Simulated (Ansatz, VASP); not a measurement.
## KBr: VASP beside Ansatz

```
CELL_PARAMETERS angstrom
0.00000 3.34189 3.29250
3.34189 0.00000 3.29250
3.34189 3.34189 0.00000
ATOMIC_POSITIONS crystal
K 0.00000 0.00000 0.00000
Br 0.50000 0.50000 0.50000
```

Change from the starting cell: strain +0.015 along x and y, +0.000 along z, atoms carried along.

Alike in both runs: task single point; functional r2SCAN; k mesh 6 × 6 × 6; occupations gaussian, width 0.05 eV; no spin polarisation.

|  | VASP | Ansatz |
| --- | --- | --- |
| version | VASP 6.6.1 | Ansatz 0.2.0 |
| potentials or method | VASP PAW PBE potentials, release 64 (K_sv, Br), cutoff 520 eV | scalar-relativistic, plane waves, PAW |
| valence electrons in the cell | 16 | 16 |

```tsv
	VASP	Ansatz	Ansatz less VASP
gap on the k mesh at the Fermi level (eV)	5.01	5.01	-0.002
least direct gap on the mesh (eV)	5.01	5.01	-0.002
pressure (GPa)	-0.3	-0.3	+0.01
traceless stress, the component that is largest in VASP (GPa)	0.32	0.31	-0.003
```

VASP's potentials were made for PBE, not for r2SCAN. With one functional, cell and mesh, what is left measures potentials, basis and numerics.
